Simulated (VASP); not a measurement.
# InP3 (R-3m) in VASP: a series of runs

The runs below take InP3 through single point, with PBEsol.

Everything below comes from runs of VASP 6.6.1. Logs are shortened: lines on timing, memory, paths and dates and some standing lists are left out, and cuts for length are marked.

## 1. The cell of the first run

Symmetry: R-3m, No. 166, trigonal system. The conventional cell has a = 8.024 Å, b = 8.024 Å, c = 10.625 Å, α = 90.00°, β = 90.00°, γ = 120.00°. Within 3.8 Å of In (site symmetry 3m) lie 6 P at 2.85 to 3.10 Å. P (site symmetry m) has 2 P at 2.39 Å and 2 In at 2.85 to 3.10 Å within 3.2 Å.

## 2. Single point, PBEsol (strain +0.080 along x and y, +0.080 along z)

File INCAR:

```
SYSTEM = InP3
  PREC = Accurate
  ENCUT = 520
  EDIFF = 1E-7
  ISMEAR = 0
  SIGMA = 0.15
  LREAL = .FALSE.
  LASPH = .TRUE.
  NELM = 60
  ALGO = Normal
  ISIF = 2
  LWAVE = .FALSE.
  LCHARG = .FALSE.
  GGA = PS
  NBANDS = 38
```

File KPOINTS:

```
regular mesh
0
G
  6 6 6
  0 0 0
```

File POSCAR:

```
InP3
1.0
    4.0121857222      2.3164365067      3.5417263837
   -4.0121857222      2.3164365067      3.5417263837
    0.0000000000     -4.6328730135      3.5417263837
In P
2 6
Direct
    0.2732789115      0.2732789115      0.2732789115
    0.7267210885      0.7267210885      0.7267210885
    0.7947108827      0.2411926280      0.7947108827
    0.7947108827      0.7947108827      0.2411926280
    0.2411926280      0.7947108827      0.7947108827
    0.2052891173      0.7588073720      0.2052891173
    0.7588073720      0.2052891173      0.2052891173
    0.2052891173      0.2052891173      0.7588073720
```

Potentials or basis: VASP PAW PBE potentials, release 64 (In_d, P).

Command:

```bash
cat potpaw_PBE.64/In_d/POTCAR potpaw_PBE.64/P/POTCAR > POTCAR
mpirun -np 1 vasp_std > vasp.out
```

OUTCAR:

```text
SYSTEM = InP3
   PREC = Accurate
   ENCUT = 520
   EDIFF = 1E-7
   ISMEAR = 0
   LREAL = .FALSE.
   LASPH = .TRUE.
   NELM = 60
   ISIF = 2
   GGA = PS

 ion  position               nearest neighbor table
   1  0.273  0.273  0.273-   6 2.85   7 2.85   8 2.85   6 3.10   7 3.10   8 3.10
   2  0.727  0.727  0.727-   3 2.85   5 2.85   4 2.85   3 3.10   5 3.10   4 3.10
   3  0.795  0.241  0.795-   8 2.39   7 2.39   2 2.85   2 3.10
   4  0.795  0.795  0.241-   6 2.39   7 2.39   2 2.85   2 3.10
   5  0.241  0.795  0.795-   8 2.39   6 2.39   2 2.85   2 3.10
   6  0.205  0.759  0.205-   4 2.39   5 2.39   1 2.85   1 3.10
   7  0.759  0.205  0.205-   4 2.39   3 2.39   1 2.85   1 3.10
   8  0.205  0.205  0.759-   3 2.39   5 2.39   1 2.85   1 3.10

  LATTYP: Found a trigonal (rhomboedric) cell.
 ALAT       =     5.8315811009
 COS(alpha) =     0.0532846643

  Lattice vectors:

 A1 = (   4.0121857222,   2.3164365067,   3.5417263837)
 A2 = (  -4.0121857222,   2.3164365067,   3.5417263837)
 A3 = (   0.0000000000,  -4.6328730135,   3.5417263837)

Analysis of symmetry for initial positions (statically):
=====================================================================
 Subroutine PRICEL returns:
 Original cell was already a primitive cell.

 Routine SETGRP: Setting up the symmetry group for a
 trigonal (rhombohedral) supercell.

 Subroutine GETGRP returns: Found 12 space group operations
 (whereof 12 operations were pure point group operations)
 out of a pool of 12 trial point group operations.

The static configuration has the point symmetry D_3d.
[... 5 lines left out ...]

 Routine SETGRP: Setting up the symmetry group for a
 trigonal (rhombohedral) supercell.

 Subroutine GETGRP returns: Found 12 space group operations
 (whereof 12 operations were pure point group operations)
 out of a pool of 12 trial point group operations.

The dynamic configuration has the point symmetry D_3d.
[... 7 lines left out ...]
                                     Primitive cell

  volume of cell :     197.5003

  direct lattice vectors                    reciprocal lattice vectors
     4.012185722  2.316436507  3.541726384     0.124620353  0.071949594  0.094116060
    -4.012185722  2.316436507  3.541726384    -0.124620353  0.071949594  0.094116060
     0.000000000 -4.632873014  3.541726384     0.000000000 -0.143899188  0.094116060

  length of vectors
     5.831581101  5.831581101  5.831581101     0.171944204  0.171944204  0.171944204

  position of ions in fractional coordinates (direct lattice)
     0.273278912  0.273278912  0.273278912
     0.726721088  0.726721088  0.726721088
     0.794710883  0.241192628  0.794710883
     0.794710883  0.794710883  0.241192628
     0.241192628  0.794710883  0.794710883
     0.205289117  0.758807372  0.205289117
     0.758807372  0.205289117  0.205289117
     0.205289117  0.205289117  0.758807372

  ion indices of the primitive-cell ions
   primitive index   ion index
                 1           1
                 2           2
                 3           3
                 4           4
                 5           5
                 6           6
                 7           7
                 8           8

----------------------------------------------------------------------------------------

 KPOINTS: regular mesh

Automatic generation of k-mesh.
 Grid dimensions read from file:
 generate k-points for:    6    6    6

 Generating k-lattice:

  Cartesian coordinates                     Fractional coordinates (reciprocal lattice)
     0.020770059  0.011991599  0.015686010     0.166666667  0.000000000  0.000000000
    -0.020770059  0.011991599  0.015686010     0.000000000  0.166666667  0.000000000
     0.000000000 -0.023983198  0.015686010     0.000000000  0.000000000  0.166666667

  Length of vectors
     0.028657367  0.028657367  0.028657367

  Shift w.r.t. Gamma in fractional coordinates (k-lattice)
     0.000000000  0.000000000  0.000000000

 Subroutine IBZKPT returns following result:
 ===========================================

 Found     32 irreducible k-points:

 Following reciprocal coordinates:
            Coordinates               Weight
  0.000000  0.000000  0.000000      1.000000
  0.166667  0.000000  0.000000      6.000000
  0.333333 -0.000000  0.000000      6.000000
  0.500000  0.000000  0.000000      3.000000
  0.166667  0.166667 -0.000000      6.000000
  0.333333  0.166667  0.000000     12.000000
[... 16 lines left out ...]
  0.500000  0.500000  0.166667      6.000000
 -0.333333  0.500000  0.166667     12.000000
 [... further k-points ...]
   k-points           NKPTS =     32   k-points in BZ     NKDIM =     32   number of bands    NBANDS=     38
   number of dos      NEDOS =    301   number of ions     NIONS =      8
   total plane-waves  NPLWV = 110592
   dimension x,y,z NGX =    48 NGY =   48 NGZ =   48
   dimension x,y,z NGXF=    96 NGYF=   96 NGZF=   96
   ions per type =               2   6
   NGX,Y,Z   is equivalent  to a cutoff of  13.68, 13.68, 13.68 a.u.
   NGXF,Y,Z  is equivalent  to a cutoff of  27.37, 27.37, 27.37 a.u.
 SYSTEM =  InP3
   PREC   = accura    normal or accurate (medium, high low for compatibility)
   ISTART =      0    job   : 0-new  1-cont  2-samecut
   ICHARG =      2    charge: 1-file 2-atom 10-const
   ISPIN  =      1    spin polarized calculation?
   LNONCOLLINEAR =      F non collinear calculations
   LSORBIT =      F    spin-orbit coupling
   LASPH  =      T    aspherical Exc in radial PAW
   ENCUT  =  520.0 eV  38.22 Ry    6.18 a.u.  10.84 10.84 10.84*2*pi/ulx,y,z
   NELM   =     60;   NELMIN=  2; NELMDL= -5     # of ELM steps
   EDIFF  = 0.1E-06   stopping-criterion for ELM
   LREAL  =      F    real-space projection
   EDIFFG = 0.1E-05   stopping-criterion for IOM
   NSW    =      0    number of steps for IOM
   IBRION =     -1    ionic relax: 0-MD 1-quasi-New 2-CG
   NFREE  =      0    steps in history (QN), initial steepest desc. (CG)
   ISIF   =      2    stress and relaxation
   ISYM   =      2    0-nonsym 1-usesym 2-fastsym
   POTIM  = 0.5000    time-step for ionic-motion
   TEBEG  =    0.0;   TEEND  =   0.0 temperature during run
   PSTRESS=    0.0 pullay stress
   NELECT =      56.0000    total number of electrons
   NUPDOWN=      -1.0000    fix difference up-down
   EMIN   =  10.00;   EMAX   =-10.00  energy-range for DOS
   EFERMI =   0.00;   METHOD = LEGACY
   ISMEAR =     0;   SIGMA  =   0.15  broadening in eV -4-tet -1-fermi 0-gaus
   EFERMI_NEDOS =   21; number of points for ismear=-14 and -15
   IALGO  =     38    algorithm
   IMIX   =      4    mixing-type and parameters
     AMIX     =   0.40;   BMIX     =  1.00
     AMIX_MAG =   1.60;   BMIX_MAG =  1.00
  volume/ion in A,a.u.               =      24.69       166.60
  Fermi-wavevector in a.u.,A,eV,Ry     =   1.075511  2.032421 15.738191  1.156724
  Thomas-Fermi vector in A             =   2.211370
   LORBIT       =      0    0 simple, 1 ext, 2 COOP (PROOUT), +10 PAW based schemes
   GGA     = PS    functional components
   LHFCALC =     F    Hartree Fock is set to
   AEXX    =    0.0000 exact exchange contribution
   IVDW    =     0    specifies the selected vdW correction
   LEPSILON=     F    determine dielectric tensor
   LRPA    =     F    only Hartree local field effects (RPA)
 non-spin polarized calculation
 Gauss-broadening in eV      SIGMA  =   0.15
  energy-cutoff  :      520.00
  volume of cell :      197.50
 maximum number of plane-waves:      5346
 NGX is ok and might be reduce to    48
   NGX = 21   NGY = 21   NGZ = 21

 number of electron      55.9999996 magnetization

 Free energy of the ion-electron system (eV)
  ---------------------------------------------------
  ext. energy  EPLUGINS =         0.00000000
  ---------------------------------------------------
  free energy    TOTEN  =       -39.49965302 eV

  energy without entropy =      -39.48846202  energy(sigma->0) =      -39.49405752

 E-fermi :   4.3163     XC(G=0):  -9.3932

 val. band max:        4.1804205724   @ k =  -0.3333   0.5000   0.3333
 cond. band min:       4.3604868853   @ k =   0.5000   0.5000   0.5000
 fundamental gap:      0.1800663129
 Fermi energy:         4.3163374671

 k-point     1 :       0.0000    0.0000    0.0000
  band No.  band energies     occupation
      1      -9.7937      2.00000
      2      -9.7937      2.00000
      3      -9.7560      2.00000
      4      -9.7560      2.00000
      5      -9.7257      2.00000
      6      -9.7184      2.00000
[... 30 lines left out ...]
     37       9.3377      0.00000
     38      10.2504      0.00000

 k-point     2 :       0.1667    0.0000    0.0000
  band No.  band energies     occupation
      1      -9.7910      2.00000
      2      -9.7885      2.00000
      3      -9.7578      2.00000
      4      -9.7535      2.00000
      5      -9.7260      2.00000
      6      -9.7196      2.00000
[... 30 lines left out ...]
     37       8.9441      0.00000
     38       9.8490      0.00000

 k-point     3 :       0.3333   -0.0000    0.0000
  band No.  band energies     occupation
      1      -9.7844      2.00000
      2      -9.7767      2.00000
      3      -9.7628      2.00000
      4      -9.7497      2.00000
      5      -9.7267      2.00000
      6      -9.7219      2.00000
[... 30 lines left out ...]
     37       8.9539      0.00000
     38       9.6937      0.00000

 k-point     4 :       0.5000    0.0000    0.0000
  band No.  band energies     occupation
      1      -9.7794      2.00000
      2      -9.7694      2.00000
      3      -9.7669      2.00000
      4      -9.7493      2.00000
      5      -9.7274      2.00000
      6      -9.7228      2.00000
[... 30 lines left out ...]
     37       8.9117      0.00000
     38       9.7508      0.00000
[... 703 lines left out ...]
      4      -9.7493      2.00000
      5      -9.7264      2.00000
      6      -9.7231      2.00000
[... 30 lines left out ...]
     37       8.7408      0.00000
     38       8.9209      0.00000

 k-point    23 :       0.5000    0.5000    0.1667
  band No.  band energies     occupation
      1      -9.7711      2.00000
      2      -9.7586      2.00000
      3      -9.7445      2.00000
      4      -9.7433      2.00000
      5      -9.7333      2.00000
      6      -9.7226      2.00000
[... 30 lines left out ...]
     37       8.2184      0.00000
     38       8.3633      0.00000

 k-point    24 :      -0.3333    0.5000    0.1667
  band No.  band energies     occupation
      1      -9.7742      2.00000
      2      -9.7594      2.00000
      3      -9.7496      2.00000
      4      -9.7455      2.00000
      5      -9.7290      2.00000
      6      -9.7241      2.00000
[... 30 lines left out ...]
     37       8.3351      0.00000
     38       8.3695      0.00000

 [... further k-points ...]

------------------------ aborting loop because EDIFF is reached ----------------------------------------

  FORCE on cell =-STRESS in cart. coord.  units (eV):
  Direction    XX          YY          ZZ          XY          YZ          ZX
  --------------------------------------------------------------------------------------
  -------------------------------------------------------------------------------------
  Total      -15.9513749    -15.9513749    -11.5585369      0.0000000      0.0000000     -0.0000000
  in kB     -129.4020092   -129.4020092    -93.7660797      0.0000000      0.0000000     -0.0000000
  external PRESSURE =    -117.5233660 kB  Pullay stress =       0.0000000 kB

 VOLUME and BASIS-vectors are now :
 -----------------------------------------------------------------------------
  energy-cutoff  :      520.00
  volume of cell :      197.50
      direct lattice vectors                 reciprocal lattice vectors
     4.012185722  2.316436507  3.541726384     0.124620353  0.071949594  0.094116060
    -4.012185722  2.316436507  3.541726384    -0.124620353  0.071949594  0.094116060
     0.000000000 -4.632873014  3.541726384     0.000000000 -0.143899188  0.094116060

 POSITION                                       TOTAL-FORCE (eV/Angst)
 -----------------------------------------------------------------------------------
      0.00000     -0.00000      2.90364        -0.000000     -0.000000      0.017317
      0.00000     -0.00000      7.72154        -0.000000      0.000000     -0.017317
      2.22082     -1.28219      6.48354         0.762187     -0.440049      1.137731
      0.00000      2.56438      6.48354        -0.000000      0.880098      1.137731
     -2.22082     -1.28219      6.48354        -0.762187     -0.440049      1.137731
     -2.22082      1.28219      4.14164        -0.762187      0.440049     -1.137731
      2.22082      1.28219      4.14164         0.762187      0.440049     -1.137731
      0.00000     -2.56438      4.14164        -0.000000     -0.880098     -1.137731
 -----------------------------------------------------------------------------------
    total drift:                                0.000000     -0.000000      0.000000

  FREE ENERGIE OF THE ION-ELECTRON SYSTEM (eV)
  ---------------------------------------------------
  free  energy   TOTEN  =       -39.4996530187 eV

  energy  without entropy=      -39.4884620194  energy(sigma->0) =      -39.49405752
```

Wall time 6.4 min (1 thread of AMD EPYC 7R43 (Zen 3), shared host); peak memory 0.41 GiB.

What came out:

| Quantity | Value |
| --- | --- |
| Free energy | -39.4997 eV |
| Pressure | -11.8 GPa |
| Largest force | 1.438 eV/Å |
| Band gap on the k mesh | zero (band 28 reaches 4.41 eV, above the bottom of band 29 at 3.76 eV) |

Forces on the atoms (eV/Å):
```
In   0.000  0.000  0.017
In   0.000  0.000 -0.017
P    0.762 -0.440  1.138
P    0.000  0.880  1.138
P   -0.762 -0.440  1.138
P   -0.762  0.440 -1.138
P    0.762  0.440 -1.138
P    0.000 -0.880 -1.138
```

Stress tensor (GPa, compression positive):
```
-12.94   0.00   0.00
  0.00 -12.94   0.00
  0.00   0.00  -9.38
```

Caveat: the cell differs from its parent crystal (strain +0.080 along x and y, +0.080 along z); the PAW data sets were made with another functional, which shifts forces and pressure a little; spin-orbit coupling is left out, which moves the levels of the heavy elements.

## 3. Single point, PBEsol (strain -0.080 along x and y, -0.080 along z)

File INCAR:

```
SYSTEM = InP3
PREC = Accurate
ENCUT = 520
EDIFF = 1E-7
ISMEAR = 0
SIGMA = 0.15
LREAL = .FALSE.
LASPH = .TRUE.
NELM = 100
ALGO = Normal
ISIF = 2
LWAVE = .FALSE.
LCHARG = .TRUE.
GGA = PS
LELF = .TRUE.
LVHAR = .TRUE.
NBANDS = 38
```

KPOINTS is that of step 2.

POSCAR, as its differences from that of step 2:

```diff
@@ -2,5 +2,5 @@
 1.0
-    4.0121857222      2.3164365067      3.5417263837
-   -4.0121857222      2.3164365067      3.5417263837
-    0.0000000000     -4.6328730135      3.5417263837
+    3.4177878374      1.9732607279      3.0170261787
+   -3.4177878374      1.9732607279      3.0170261787
+    0.0000000000     -3.9465214559      3.0170261787
 In P
```

Potentials or basis: VASP PAW PBE potentials, release 64 (In_d, P).

Command:

```bash
cat potpaw_PBE.64/In_d/POTCAR potpaw_PBE.64/P/POTCAR > POTCAR
mpirun -np 1 vasp_std > vasp.out
```

Wall time 4.7 min (1 thread of AMD EPYC 7R13, shared host); peak memory 0.27 GiB.

The run converged. Its results:

```yaml
Free_energy: -38.0947 eV
Pressure: 37.5 GPa
Largest_force: 2.871 eV/Å
Band_gap_on_the_k_mesh: zero (band 28 reaches 10.68 eV, above the bottom of band 29 at 10.16 eV)
```

Forces in eV/Å, atoms in the order of the input:
```
In   0.000  0.000  0.074
In   0.000  0.000 -0.074
P   -1.470  0.849 -2.315
P    0.000 -1.697 -2.315
P    1.470  0.849 -2.315
P    1.470 -0.849  2.315
P   -1.470 -0.849  2.315
P    0.000  1.697  2.315
```

Stress tensor (GPa, compression positive):
```
40.76  0.00  0.00
 0.00 40.76  0.00
 0.00  0.00 30.93
```

Levels at points of the mesh, in eV from the Fermi level:
```
           k point  band 25  band 26  band 27  band 28  band 29  band 30  band 31  band 32
(0.00, 0.00, 0.00)    -3.20    -2.45    -0.89    -0.89    -0.06     0.91     1.12     1.41
(0.50, 0.00, 0.00)    -2.96    -2.14    -1.58    -1.16    -0.19     1.88     2.84     2.97
(0.50, 0.50, 0.00)    -1.91    -1.02    -0.99    -0.10     1.25     1.55     2.26     2.39
(0.50, 0.50, 0.50)     0.02     0.02     0.32     0.32     1.62     1.62     1.66     1.99
```

Caveat: the cell differs from its parent crystal (strain -0.080 along x and y, -0.080 along z); the PAW data sets were made with another functional, which shifts forces and pressure a little; spin-orbit coupling is left out, which moves the levels of the heavy elements.

(Continued in part 2 of 2.)
